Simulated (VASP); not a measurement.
# CsCdCl3 in VASP: further runs, part 2 of 2

VASP 6.6.1. Earlier steps stand in the parts before.

### Step 4. Single point, LDA (29.39 Å³/atom)

This run uses another cell than the first one, of 29.39 Å³/atom.

Contents of INCAR:

```
SYSTEM = CsCdCl3
  PREC = Accurate
  ENCUT = 520
  EDIFF = 1E-7
  ISMEAR = 0
  SIGMA = 0.02
  LREAL = .False.
  LASPH = .True.
  NELM = 60
  ALGO = Normal
  ISIF = 2
  LWAVE = .False.
  LCHARG = .False.
  NBANDS = 29
```

Contents of KPOINTS:

```
regular mesh
0
Gamma
  6 6 6
  0 0 0
```

Contents of POSCAR:

```
CsCdCl3
1.0
    5.2771941702      0.0000000000      0.0000000000
    0.0000000000      5.2771941702      0.0000000000
    0.0000000000      0.0000000000      5.2771941702
Cs Cd Cl
1 1 3
Direct
    0.0000000000      0.0000000000      0.0000000000
    0.5000000000      0.5000000000      0.5000000000
    0.0000000000      0.5000000000      0.5000000000
    0.5000000000      0.0000000000      0.5000000000
    0.5000000000      0.5000000000      0.0000000000
```

Potentials or basis: VASP PAW LDA potentials, release 64 (Cs_sv, Cd, Cl).

Run with:

```console
$ cat potpaw_LDA.64/Cs_sv/POTCAR potpaw_LDA.64/Cd/POTCAR potpaw_LDA.64/Cl/POTCAR > POTCAR
$ mpirun -np 1 vasp_std > vasp.out
```

OUTCAR:

```text
SYSTEM = CsCdCl3
   PREC = Accurate
   ENCUT = 520
   EDIFF = 1E-7
   ISMEAR = 0
   LREAL = .False.
   LASPH = .True.
   NELM = 60
   ISIF = 2

 ion  position               nearest neighbor table
   1  0.000  0.000  0.000-
   2  0.500  0.500  0.500-   3 2.64   4 2.64   5 2.64   5 2.64   4 2.64   3 2.64
   3  0.000  0.500  0.500-   2 2.64   2 2.64
   4  0.500  0.000  0.500-   2 2.64   2 2.64
   5  0.500  0.500  0.000-   2 2.64   2 2.64

  LATTYP: Found a simple cubic cell.
 ALAT       =     5.2771941702

  Lattice vectors:

 A1 = (   5.2771941702,   0.0000000000,   0.0000000000)
 A2 = (   0.0000000000,   5.2771941702,   0.0000000000)
 A3 = (   0.0000000000,   0.0000000000,   5.2771941702)

Analysis of symmetry for initial positions (statically):
=====================================================================
 Subroutine PRICEL returns:
 Original cell was already a primitive cell.

 Routine SETGRP: Setting up the symmetry group for a
 simple cubic supercell.

 Subroutine GETGRP returns: Found 48 space group operations
 (whereof 48 operations were pure point group operations)
 out of a pool of 48 trial point group operations.

The static configuration has the point symmetry O_h .

Analysis of symmetry for dynamics (positions and initial velocities):
=====================================================================
 Subroutine PRICEL returns:
 Original cell was already a primitive cell.

 Routine SETGRP: Setting up the symmetry group for a
 simple cubic supercell.

 Subroutine GETGRP returns: Found 48 space group operations
 (whereof 48 operations were pure point group operations)
 out of a pool of 48 trial point group operations.

The dynamic configuration has the point symmetry O_h .

 Subroutine INISYM returns: Found 48 space group operations
 (whereof 48 operations are pure point group operations),
 and found     1 'primitive' translations
[... 114 lines left out ...]
   IMIX   =      4    mixing-type and parameters
     AMIX     =   0.40;   BMIX     =  1.00
     AMIX_MAG =   1.60;   BMIX_MAG =  1.00
  volume/ion in A,a.u.               =      29.39       198.35
  Fermi-wavevector in a.u.,A,eV,Ry     =   1.078338  2.037763 15.821025  1.162813
  Thomas-Fermi vector in A             =   2.214274
   LORBIT       =      0    0 simple, 1 ext, 2 COOP (PROOUT), +10 PAW based schemes
   GGA     = CA    functional components
   LHFCALC =     F    Hartree Fock is set to
   AEXX    =    0.0000 exact exchange contribution
   IVDW    =     0    specifies the selected vdW correction
   LEPSILON=     F    determine dielectric tensor
   LRPA    =     F    only Hartree local field effects (RPA)
 non-spin polarized calculation
 Gauss-broadening in eV      SIGMA  =   0.02
  energy-cutoff  :      520.00
  volume of cell :      146.96
 maximum number of plane-waves:      3980
 NGX is ok and might be reduce to    40
   NGX = 19   NGY = 19   NGZ = 19

 number of electron      41.9999999 magnetization

 Free energy of the ion-electron system (eV)
  ---------------------------------------------------
  ext. energy  EPLUGINS =         0.00000000
  ---------------------------------------------------
  free energy    TOTEN  =       -16.71446647 eV

  energy without entropy =      -16.71446647  energy(sigma->0) =      -16.71446647

 E-fermi :  -0.3888     XC(G=0):  -8.9431

 val. band max:       -0.4928573229   @ k =   0.5000   0.5000   0.5000
 cond. band min:       0.9706070022   @ k =   0.0000   0.0000   0.0000
 fundamental gap:      1.4634643251
 Fermi energy:        -0.3888472982

 k-point     1 :       0.0000    0.0000    0.0000
  band No.  band energies     occupation
      1     -19.3753      2.00000
      2     -13.8035      2.00000
      3     -13.2997      2.00000
      4     -13.2997      2.00000
      5      -6.9780      2.00000
      6      -6.9780      2.00000
[... 629 lines left out ...]
     28       8.0261      0.00000
     29       8.0261      0.00000

------------------------ aborting loop because EDIFF is reached ----------------------------------------

  FORCE on cell =-STRESS in cart. coord.  units (eV):
  Direction    XX          YY          ZZ          XY          YZ          ZX
  --------------------------------------------------------------------------------------
  -------------------------------------------------------------------------------------
  Total       -2.7787570     -2.7787570     -2.7787570     -0.0000000     -0.0000000      0.0000000
  in kB      -30.2936729    -30.2936729    -30.2936729     -0.0000000     -0.0000000      0.0000000
  external PRESSURE =     -30.2936729 kB  Pullay stress =       0.0000000 kB

 VOLUME and BASIS-vectors are now :
 -----------------------------------------------------------------------------
  energy-cutoff  :      520.00
  volume of cell :      146.96
      direct lattice vectors                 reciprocal lattice vectors
     5.277194170  0.000000000  0.000000000     0.189494638  0.000000000  0.000000000
     0.000000000  5.277194170  0.000000000     0.000000000  0.189494638  0.000000000
     0.000000000  0.000000000  5.277194170     0.000000000  0.000000000  0.189494638

 POSITION                                       TOTAL-FORCE (eV/Angst)
 -----------------------------------------------------------------------------------
      0.00000      0.00000      0.00000         0.000000      0.000000      0.000000
      2.63860      2.63860      2.63860         0.000000      0.000000      0.000000
      0.00000      2.63860      2.63860         0.000000      0.000000      0.000000
      2.63860      0.00000      2.63860         0.000000      0.000000      0.000000
      2.63860      2.63860      0.00000         0.000000      0.000000      0.000000
 -----------------------------------------------------------------------------------
    total drift:                                0.000000      0.000000     -0.000000

  FREE ENERGIE OF THE ION-ELECTRON SYSTEM (eV)
  ---------------------------------------------------
  free  energy   TOTEN  =       -16.7144664723 eV

  energy  without entropy=      -16.7144664723  energy(sigma->0) =      -16.71446647
```

stdout:

```text
POSCAR found type information on POSCAR CsCdCl
 POSCAR found :  3 types and       5 ions
 scaLAPACK will be used
 LDA part: xc-table for (Slater(with rela. corr.)+CA(PZ))
 , standard interpolation
 POSCAR, INCAR and KPOINTS ok, starting setup
 FFT: planning ... GRIDC
 FFT: planning ... GRID_SOFT
 FFT: planning ... GRID
 WAVECAR not read
 entering main loop
```

Wall time 69 s (1 thread of Intel Xeon 8259CL, shared host); peak memory 0.25 GiB.

What came out:

```yaml
Free_energy: -16.7145 eV
Pressure: -3.0 GPa
Band_gap_on_the_k_mesh: 1.46 eV (least direct gap 1.93 eV)
```

Levels at points of the mesh, in eV from the valence-band top:
```
           k point  band 19  band 20  band 21  band 22  band 23  band 24
(0.00, 0.00, 0.00)    -0.47    -0.47    -0.47     1.46     5.58     6.03
(0.50, 0.00, 0.00)    -0.77    -0.70    -0.70     4.09     6.89     7.28
(0.50, 0.50, 0.00)    -0.92    -0.18    -0.01     5.79     7.00     7.00
(0.50, 0.50, 0.50)    -0.16     0.00     0.00     5.70     5.70     5.70
```

Caveat: the cell stands under tension; spin-orbit coupling is left out, which moves the levels of the heavy elements. A k mesh can miss the band edges.

### Step 5. Single point, LDA

This run uses another cell than the first one, of 27.01 Å³/atom.

Contents of INCAR:

```
PREC = Accurate
ENCUT = 520
EDIFF = 1E-6
ISMEAR = 0
SIGMA = 0.02
LREAL = F
LASPH = T
NELM = 100
ALGO = Normal
ISIF = 2
LWAVE = F
LCHARG = T
LELF = T
LVHAR = T
NBANDS = 29
```

Contents of KPOINTS:

```
Automatic mesh
0
Gamma
  6 6 6
```

Changes to POSCAR since step 4:

```diff
@@ -2,5 +2,5 @@
 1.0
-    5.2771941702      0.0000000000      0.0000000000
-    0.0000000000      5.2771941702      0.0000000000
-    0.0000000000      0.0000000000      5.2771941702
+    5.0888950666      0.0000000000      0.0000000000
+    0.0000000000      5.0888950666      0.0000000000
+    0.0000000000      0.0000000000      5.2144160999
 Cs Cd Cl
```

Run with:

```console
$ cat potpaw_LDA.64/Cs_sv/POTCAR potpaw_LDA.64/Cd/POTCAR potpaw_LDA.64/Cl/POTCAR > POTCAR
$ mpirun -np 1 vasp_std > vasp.out
```

It took 2.9 min on 1 thread of Intel Xeon 8259CL, shared host; peak memory 0.3 GiB.

Results (log left out):

```yaml
Free_energy: -16.8307 eV
Pressure: -0.1 GPa
Band_gap_on_the_k_mesh: 1.55 eV (least direct gap 2.30 eV)
```

Stress tensor (GPa, compression positive):
```
 0.31  0.00  0.00
 0.00  0.31  0.00
 0.00  0.00 -0.94
```

Levels at points of the mesh, in eV from the valence-band top:
```
           k point  band 17  band 18  band 19  band 20  band 21  band 22  band 23  band 24  band 25  band 26
(0.00, 0.00, 0.00)    -1.12    -1.12    -0.75    -0.75    -0.75     1.55     5.50     5.63     5.73     6.96
(0.50, 0.00, 0.00)    -1.38    -1.14    -1.13    -1.06    -1.06     4.49     6.89     7.17     7.57     7.99
(0.50, 0.50, 0.00)    -1.38    -1.18    -1.18    -0.45    -0.01     6.40     7.07     7.07     7.59     8.07
(0.00, 0.00, 0.50)    -1.39    -1.07    -1.07    -1.05    -1.05     4.21     6.82     6.96     7.62     7.88
(0.50, 0.00, 0.50)    -1.32    -1.32    -1.31    -0.48    -0.10     6.21     6.89     7.15     7.53     7.92
(0.50, 0.50, 0.50)    -0.45    -0.45    -0.43    -0.12     0.00     5.46     5.60     5.60     7.19     8.19
```

Caveat: spin-orbit coupling is left out, which moves the levels of the heavy elements. A k mesh can miss the band edges.

### Step 6. Single point, LDA (uniaxial strain along c: +4.0 %, then relaxed in part)

Contents of INCAR:

```
PREC = Accurate
ENCUT = 520
EDIFF = 1E-6
ISMEAR = 0
SIGMA = 0.02
LREAL = False
LASPH = True
NELM = 60
ALGO = Normal
ISIF = 2
LWAVE = False
LCHARG = False
NBANDS = 29
```

KPOINTS is that of step 5.

Changes to POSCAR since step 5:

```diff
@@ -2,5 +2,5 @@
 1.0
-    5.0888950666      0.0000000000      0.0000000000
-    0.0000000000      5.0888950666      0.0000000000
-    0.0000000000      0.0000000000      5.2144160999
+    5.0681845006      0.0000000000      0.0000000000
+    0.0000000000      5.0681845006      0.0000000000
+    0.0000000000      0.0000000000      5.3166595528
 Cs Cd Cl
```

Potentials or basis: VASP PAW LDA potentials, release 64 (Cs_sv, Cd, Cl).

Run with:

```console
$ cat potpaw_LDA.64/Cs_sv/POTCAR potpaw_LDA.64/Cd/POTCAR potpaw_LDA.64/Cl/POTCAR > POTCAR
$ mpirun -np 1 vasp_std > vasp.out
```

Wall time 2.9 min (1 thread of Intel Xeon 8259CL, shared host); peak memory 0.3 GiB.

The run converged. Its results:

```yaml
Free_energy: -16.8049 eV
Pressure: -0.5 GPa
Band_gap_on_the_k_mesh: 1.48 eV (least direct gap 2.25 eV)
```

Stress tensor (GPa, compression positive):
```
 0.30  0.00  0.00
 0.00  0.30  0.00
 0.00  0.00 -1.97
```

Levels at points of the mesh, in eV from the valence-band top:
```tsv
k point	band 19	band 20	band 21	band 22	band 23	band 24
(0.00, 0.00, 0.00)	-0.77	-0.77	-0.77	1.48	5.45	5.58
(0.50, 0.00, 0.00)	-1.17	-1.07	-1.06	4.48	6.86	7.20
(0.50, 0.50, 0.00)	-1.11	-0.45	-0.01	6.40	7.03	7.03
(0.00, 0.00, 0.50)	-1.08	-1.01	-1.01	3.95	6.72	6.80
(0.50, 0.00, 0.50)	-1.28	-0.52	-0.18	6.04	6.70	7.19
(0.50, 0.50, 0.50)	-0.44	-0.22	0.00	5.33	5.59	5.59
```

Caveat: the cell differs from its parent crystal (uniaxial strain along c: +4.0 %, then relaxed in part); spin-orbit coupling is left out, which moves the levels of the heavy elements. A k mesh can miss the band edges.

### Step 7. Overview

| cell | gap on the mesh (eV) | pressure (GPa) |
| --- | --- | --- |
| a = 5.163 Å, 5 atoms | 1.57 | -0.9 |
| a = 5.212 Å, 5 atoms | 1.53 | -1.9 |
| a = 5.277 Å, 5 atoms | 1.46 | -3.0 |
| a = 5.089, b = 5.089, c = 5.214 Å, 5 atoms | 1.55 | -0.1 |
| a = 5.068, b = 5.068, c = 5.317 Å, 5 atoms | 1.48 | -0.5 |

Alike in all rows: task single point; level LDA; potentials or basis VASP PAW LDA potentials, release 64 (Cs_sv, Cd, Cl); no spin polarisation; k mesh 6 × 6 × 6; cutoff (eV) 520; smearing gaussian 0.02 eV.

Caveats: spin-orbit coupling is left out, which moves the levels of the heavy elements; the cell stands under tension (at least some runs).

Total energies depend on the potentials used, so only differences within one code and one set of settings carry meaning.
